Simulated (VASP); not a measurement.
Set up this calculation in VASP 6.6.1, as the native input.

```yaml
Task: single point
Functional: PBEsol
Potentials_or_basis: VASP PAW PBE potentials, release 64 (Zn, S)
Cutoff: 500 eV
k_mesh: 6 × 6 × 6
Occupations: gaussian, width 0.01 eV
Spin: no spin polarisation
Dipole_correction: no
Further_INCAR_settings: ALGO = Normal; EDIFF = 1e-06; NBANDS = 16
```

The structure of ZnS lies in POSCAR:

```
ZnS
1.0
    0.0000000000      2.6940858334      2.6940858334
    2.6940858334      0.0000000000      2.6940858334
    2.6940858334      2.6940858334      0.0000000000
Zn S
1 1
Direct
    0.0000000000      0.0000000000      0.0000000000
    0.2500000000      0.2500000000      0.2500000000
```

These files were run (other wordings do the same):

INCAR

```
SYSTEM = ZnS
PREC     = Accurate       ! precision mode
ENCUT    = 500            ! plane-wave cutoff, eV
EDIFF    = 1E-6           ! SCF threshold, eV
ISMEAR   = 0              ! smearing method
SIGMA    = 0.01           ! smearing width, eV
LREAL    = .False.        ! projectors in reciprocal space
LASPH    = .True.         ! aspherical terms in the spheres
NELM     = 120            ! most SCF steps
ALGO     = Normal         ! electronic algorithm
ISIF     = 2              ! what is computed and relaxed
LWAVE    = .False.        ! write WAVECAR
LCHARG   = .False.        ! write CHGCAR
GGA      = PS             ! functional
NBANDS   = 16             ! bands
GGA_COMPAT= .False.
```

KPOINTS

```
regular mesh
0
Gamma
  6 6 6
  0 0 0
```

Potentials or basis: VASP PAW PBE potentials, release 64 (Zn, S).

Launch:

```console
$ cat potpaw_PBE.64/Zn/POTCAR potpaw_PBE.64/S/POTCAR > POTCAR
$ mpirun -np 1 vasp_std > vasp.out
```

Results of the run:

```
Pressure               : -1.1 GPa
Band gap on the k mesh : 2.01 eV
```

Caveat: the PAW data sets were made with another functional, which shifts forces and pressure a little.

Wall time 15 s on 1 thread of Intel(R) Xeon(R) Platinum 8375C CPU @ 2.90GHz (Ice Lake), with other jobs on the host, peak memory 0.15 GiB.
